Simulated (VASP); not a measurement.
# ZrV3Se (P-6m2) in VASP: single point with PBE

Aim: the single point of ZrV3Se with PBE.

All numbers are computed with VASP 6.6.1; they aren't measurements. Logs are shortened: lines on timing, memory, paths and dates and some standing lists are left out, and cuts for length are marked.

**1. The cell of the first run**

Symmetry: P-6m2, No. 187, hexagonal system. The conventional cell has a = 4.609 Å, b = 4.609 Å, c = 4.834 Å, α = 90.00°, β = 90.00°, γ = 120.00°. Within 3.6 Å of Zr (site symmetry -6m2) lie 9 V at 2.66 to 2.88 Å and 6 Se at 3.59 Å. V (site symmetry 3m) has 5 V at 2.18 to 2.88 Å and 3 Zr at 2.88 Å and 3 Se at 2.97 Å within 3.0 Å. Within 3.2 Å of V (site symmetry -6m2) lie 2 Se at 2.42 Å and 3 Zr at 2.66 Å and 6 V at 2.88 Å. Within 3.2 Å of Se (site symmetry -6m2) lie 8 V at 2.42 to 2.97 Å.

The cell was built from a structure type or drawn by symmetry, and may not be a known phase.

**2. Single point, PBE, collinear spin, ferromagnetic start**

INCAR

```
PREC = Accurate
ENCUT = 520
EDIFF = 1E-7
ISMEAR = 0
SIGMA = 0.1
LREAL = F
LASPH = T
NELM = 150
ALGO = Normal
ISIF = 2
LWAVE = F
LCHARG = F
ISPIN = 2
MAGMOM = 0 2 2 2 0
LORBIT = 11
LMAXMIX = 4
GGA = PE
NBANDS = 40
```

KPOINTS

```
Automatic mesh
0
Gamma
  6 6 4
```

POSCAR

```
ZrV3Se
1.0
    4.6091566722      0.0000000031      0.0000000000
   -2.3045783388      3.9916467666      0.0000000000
    0.0000000000      0.0000000000      4.8341535804
Zr V Se
1 3 1
Direct
    0.3333333333      0.6666666667      0.0000000000
    0.6666666667      0.3333333333      0.2254259732
    0.6666666667      0.3333333333      0.7745740268
    0.0000000000      0.0000000000      0.0000000000
    0.0000000000      0.0000000000      0.5000000000
```

Potentials or basis: VASP PAW PBE potentials, release 64 (Zr_sv, V_sv, Se).

Run with:

```sh
> cat potpaw_PBE.64/Zr_sv/POTCAR potpaw_PBE.64/V_sv/POTCAR potpaw_PBE.64/Se/POTCAR > POTCAR
> mpirun -np 1 vasp_std > vasp.out
```

OUTCAR:

```text
PREC = Accurate
   ENCUT = 520
   EDIFF = 1E-7
   ISMEAR = 0
   LREAL = F
   LASPH = T
   NELM = 150
   ISIF = 2
   ISPIN = 2
   LORBIT = 11
   GGA = PE

 ion  position               nearest neighbor table
   1  0.333  0.667  0.000-   4 2.66   4 2.66   4 2.66   2 2.88   3 2.88   2 2.88   3 2.88   2 2.88
                             3 2.88
   2  0.667  0.333  0.225-   3 2.18   3 2.65   1 2.88   1 2.88   4 2.88   4 2.88   4 2.88   1 2.88

   3  0.667  0.333  0.775-   2 2.18   2 2.65   1 2.88   1 2.88   4 2.88   4 2.88   4 2.88   1 2.88

   4  0.000  0.000  0.000-   5 2.42   5 2.42   1 2.66   1 2.66   1 2.66   3 2.88   2 2.88   3 2.88
                             2 2.88   3 2.88   2 2.88
   5  0.000  0.000  0.500-   4 2.42   4 2.42

  LATTYP: Found a hexagonal cell.
 ALAT       =     4.6091566722
 C/A-ratio  =     1.0488152007

  Lattice vectors:

 A1 = (   4.6091566722,   0.0000000031,   0.0000000000)
 A2 = (  -2.3045783388,   3.9916467666,   0.0000000000)
 A3 = (   0.0000000000,   0.0000000000,   4.8341535804)

Analysis of symmetry for initial positions (statically):
=====================================================================
 Subroutine PRICEL returns:
 Original cell was already a primitive cell.

 Routine SETGRP: Setting up the symmetry group for a
 hexagonal supercell.

 Subroutine GETGRP returns: Found 12 space group operations
 (whereof 12 operations were pure point group operations)
 out of a pool of 24 trial point group operations.

The static configuration has the point symmetry D_3h.

Analysis of symmetry for dynamics (positions and initial velocities):
=====================================================================
 Subroutine PRICEL returns:
 Original cell was already a primitive cell.

 Routine SETGRP: Setting up the symmetry group for a
 hexagonal supercell.

 Subroutine GETGRP returns: Found 12 space group operations
 (whereof 12 operations were pure point group operations)
 out of a pool of 24 trial point group operations.

The dynamic configuration has the point symmetry D_3h.

Analysis of structural, dynamic, and magnetic symmetry:
=====================================================================
 Subroutine PRICEL returns:
 Original cell was already a primitive cell.

 Routine SETGRP: Setting up the symmetry group for a
 hexagonal supercell.

 Subroutine GETGRP returns: Found 12 space group operations
 (whereof 12 operations were pure point group operations)
 out of a pool of 24 trial point group operations.

The overall configuration has the point symmetry D_3h.

 Subroutine INISYM returns: Found 12 space group operations
 (whereof 12 operations are pure point group operations),
 and found     1 'primitive' translations

----------------------------------------------------------------------------------------

                                     Primitive cell

  volume of cell :      88.9394

  direct lattice vectors                    reciprocal lattice vectors
     4.609156672  0.000000003  0.000000000     0.216959429  0.125261585  0.000000000
    -2.304578339  3.991646767  0.000000000    -0.000000000  0.250523170  0.000000000
     0.000000000  0.000000000  4.834153580     0.000000000  0.000000000  0.206861446

  length of vectors
     4.609156672  4.609156672  4.834153580     0.250523170  0.250523170  0.206861446

  position of ions in fractional coordinates (direct lattice)
     0.333333333  0.666666667  0.000000000
     0.666666667  0.333333333  0.225425973
     0.666666667  0.333333333  0.774574027
     0.000000000  0.000000000  0.000000000
     0.000000000  0.000000000  0.500000000

  ion indices of the primitive-cell ions
   primitive index   ion index
                 1           1
                 2           2
                 3           3
                 4           4
                 5           5

----------------------------------------------------------------------------------------
[... 26 lines left out ...]
            Coordinates               Weight
  0.000000  0.000000  0.000000      1.000000
  0.166667 -0.000000  0.000000      6.000000
  0.333333  0.000000  0.000000      6.000000
  0.500000  0.000000  0.000000      3.000000
  0.166667  0.166667  0.000000      6.000000
  0.333333  0.166667  0.000000     12.000000
[... 13 lines left out ...]
  0.333333  0.166667  0.500000     12.000000
  0.333333  0.333333  0.500000      2.000000
   k-points           NKPTS =     21   k-points in BZ     NKDIM =     21   number of bands    NBANDS=     40
   number of dos      NEDOS =    301   number of ions     NIONS =      5
   total plane-waves  NPLWV =  46656
   dimension x,y,z NGX =    36 NGY =   36 NGZ =   36
   dimension x,y,z NGXF=    72 NGYF=   72 NGZF=   72
   ions per type =               1   3   1
   NGX,Y,Z   is equivalent  to a cutoff of  12.98, 12.98, 12.38 a.u.
   NGXF,Y,Z  is equivalent  to a cutoff of  25.97, 25.97, 24.76 a.u.
 SYSTEM =  unknown system
   PREC   = accura    normal or accurate (medium, high low for compatibility)
   ISTART =      0    job   : 0-new  1-cont  2-samecut
   ICHARG =      2    charge: 1-file 2-atom 10-const
   ISPIN  =      2    spin polarized calculation?
   LNONCOLLINEAR =      F non collinear calculations
   LSORBIT =      F    spin-orbit coupling
   LASPH  =      T    aspherical Exc in radial PAW
   ENCUT  =  520.0 eV  38.22 Ry    6.18 a.u.   8.57  8.57  8.99*2*pi/ulx,y,z
   NELM   =    150;   NELMIN=  2; NELMDL= -5     # of ELM steps
   EDIFF  = 0.1E-06   stopping-criterion for ELM
   LREAL  =      F    real-space projection
   EDIFFG = 0.1E-05   stopping-criterion for IOM
   NSW    =      0    number of steps for IOM
   IBRION =     -1    ionic relax: 0-MD 1-quasi-New 2-CG
   NFREE  =      0    steps in history (QN), initial steepest desc. (CG)
   ISIF   =      2    stress and relaxation
   ISYM   =      2    0-nonsym 1-usesym 2-fastsym
   POTIM  = 0.5000    time-step for ionic-motion
   TEBEG  =    0.0;   TEEND  =   0.0 temperature during run
   PSTRESS=    0.0 pullay stress
   NELECT =      57.0000    total number of electrons
   NUPDOWN=      -1.0000    fix difference up-down
   EMIN   =  10.00;   EMAX   =-10.00  energy-range for DOS
   EFERMI =   0.00;   METHOD = LEGACY
   ISMEAR =     0;   SIGMA  =   0.10  broadening in eV -4-tet -1-fermi 0-gaus
   EFERMI_NEDOS =   21; number of points for ismear=-14 and -15
   IALGO  =     38    algorithm
   IMIX   =      4    mixing-type and parameters
     AMIX     =   0.40;   BMIX     =  1.00
     AMIX_MAG =   1.60;   BMIX_MAG =  1.00
  volume/ion in A,a.u.               =      17.79       120.04
  Fermi-wavevector in a.u.,A,eV,Ry     =   1.411460  2.667272 27.105773  1.992218
  Thomas-Fermi vector in A             =   2.533309
   LORBIT       =     11    0 simple, 1 ext, 2 COOP (PROOUT), +10 PAW based schemes
   GGA     = PE    functional components
   LHFCALC =     F    Hartree Fock is set to
   AEXX    =    0.0000 exact exchange contribution
   IVDW    =     0    specifies the selected vdW correction
   LEPSILON=     F    determine dielectric tensor
   LRPA    =     F    only Hartree local field effects (RPA)
 spin polarized calculation
 Gauss-broadening in eV      SIGMA  =   0.10
  energy-cutoff  :      520.00
  volume of cell :       88.94
 maximum number of plane-waves:      2412
 NGX is ok and might be reduce to    36
   NGX = 17   NGY = 17   NGZ = 17

 number of electron      56.9999994 magnetization       0.0000642

 number of electron      56.9999994 magnetization      -0.0002367

 Free energy of the ion-electron system (eV)
  ---------------------------------------------------
  ext. energy  EPLUGINS =         0.00000000
  ---------------------------------------------------
  free energy    TOTEN  =       -37.38298243 eV

  energy without entropy =      -37.34561406  energy(sigma->0) =      -37.36429824

 E-fermi :   8.4239     XC(G=0): -11.3884

 val. band max:        8.4182627528   @ k =   0.5000   0.0000   0.2500
 cond. band min:       8.4631085813   @ k =   0.3333   0.1667   0.2500
 fundamental gap:      0.0448458285
 Fermi energy:         8.4239257296

 spin component 1

 k-point     1 :       0.0000    0.0000    0.0000
  band No.  band energies     occupation
      1     -55.7123      1.00000
      2     -55.6017      1.00000
      3     -55.3281      1.00000
      4     -40.2088      1.00000
      5     -30.0144      1.00000
      6     -29.6553      1.00000
[... 892 lines left out ...]
     39      10.9716      0.00000
     40      11.5840      0.00000
 Fermi energy:         8.4239257296

 spin component 2

 k-point     1 :       0.0000    0.0000    0.0000
  band No.  band energies     occupation
      1     -55.7120      1.00000
      2     -55.6018      1.00000
      3     -55.3283      1.00000
      4     -40.2088      1.00000
      5     -30.0145      1.00000
      6     -29.6551      1.00000
[... 892 lines left out ...]
     39      10.9715      0.00000
     40      11.5840      0.00000

------------------------ aborting loop because EDIFF is reached ----------------------------------------

  FORCE on cell =-STRESS in cart. coord.  units (eV):
  Direction    XX          YY          ZZ          XY          YZ          ZX
  --------------------------------------------------------------------------------------
  -------------------------------------------------------------------------------------
  Total       -0.0633790     -0.0633790      0.2731558      0.0000000     -0.0000000     -0.0000000
  in kB       -1.1417258     -1.1417258      4.9207019      0.0000000     -0.0000000     -0.0000000
  external PRESSURE =       0.8790834 kB  Pullay stress =       0.0000000 kB

 VOLUME and BASIS-vectors are now :
 -----------------------------------------------------------------------------
  energy-cutoff  :      520.00
  volume of cell :       88.94
      direct lattice vectors                 reciprocal lattice vectors
     4.609156672  0.000000003  0.000000000     0.216959429  0.125261585  0.000000000
    -2.304578339  3.991646767  0.000000000    -0.000000000  0.250523170  0.000000000
     0.000000000  0.000000000  4.834153580     0.000000000  0.000000000  0.206861446

 POSITION                                       TOTAL-FORCE (eV/Angst)
 -----------------------------------------------------------------------------------
     -0.00000      2.66110      0.00000         0.000000      0.000000      0.000000
      2.30458      1.33055      1.08974         0.000000     -0.000000     -0.002026
      2.30458      1.33055      3.74441         0.000000     -0.000000      0.002026
      0.00000      0.00000      0.00000        -0.000000      0.000000      0.000000
      0.00000      0.00000      2.41708        -0.000000      0.000000      0.000000
 -----------------------------------------------------------------------------------
    total drift:                               -0.000001      0.000000      0.000000

  FREE ENERGIE OF THE ION-ELECTRON SYSTEM (eV)
  ---------------------------------------------------
  free  energy   TOTEN  =       -37.3829824305 eV

  energy  without entropy=      -37.3456140593  energy(sigma->0) =      -37.36429824

 total charge

# of ion       s       p       d       tot
------------------------------------------
    1        2.244   5.959   1.803  10.006
    2        2.300   6.147   3.208  11.655
    3        2.300   6.147   3.208  11.655
    4        2.295   6.195   3.209  11.699
    5        1.465   2.240   0.093   3.799
--------------------------------------------------
tot         10.605  26.688  11.521  48.813

 magnetization (x)

# of ion       s       p       d       tot
------------------------------------------
    1       -0.000   0.000  -0.000  -0.000
    2       -0.000  -0.000  -0.000  -0.000
    3       -0.000  -0.000  -0.000  -0.000
    4        0.000   0.000   0.000   0.000
    5       -0.000  -0.000   0.000  -0.000
--------------------------------------------------
tot         -0.000  -0.000  -0.000  -0.000
```

It took 5.8 min on 1 thread of Intel Xeon 8259CL, shared host; peak memory 0.31 GiB.

What came out:

| Item | Value |
| --- | --- |
| Free energy | -37.3830 eV |
| Pressure | 0.1 GPa |
| Net moment | 0.00 μB per cell |
| Valence electrons inside the program's atomic spheres | Zr 10.01; V 11.65, 11.70 (each value once); Se 3.80 |

Forces on the atoms (eV/Å):
```
Zr   0.000  0.000  0.000
V    0.000  0.000 -0.002
V    0.000  0.000  0.002
V    0.000  0.000  0.000
Se   0.000  0.000  0.000
```

Levels at points of the mesh, in eV from the Fermi level:
Spin up:
```tsv
k point	band 27	band 28	band 29	band 30	band 31	band 32
(0.00, 0.00, 0.00)	-0.42	-0.19	-0.19	0.64	0.64	1.23
(0.50, 0.00, 0.00)	-0.80	-0.62	-0.17	0.16	0.32	0.79
(0.00, 0.00, 0.50)	-0.62	-0.22	-0.02	0.54	0.56	0.56
(0.50, 0.00, 0.50)	-0.17	-0.15	-0.09	0.20	0.22	0.76
```
Spin down:
```
           k point  band 25  band 26  band 27  band 28  band 29  band 30  band 31  band 32  band 33  band 34
(0.00, 0.00, 0.00)    -1.83    -1.83    -0.42    -0.19    -0.19     0.64     0.64     1.23     1.23     1.23
(0.50, 0.00, 0.00)    -1.65    -1.39    -0.80    -0.62    -0.17     0.16     0.32     0.79     0.87     1.56
(0.00, 0.00, 0.50)    -0.69    -0.62    -0.62    -0.22    -0.02     0.54     0.56     0.56     1.22     1.22
(0.50, 0.00, 0.50)    -0.66    -0.59    -0.17    -0.15    -0.09     0.20     0.22     0.76     0.83     1.08
```
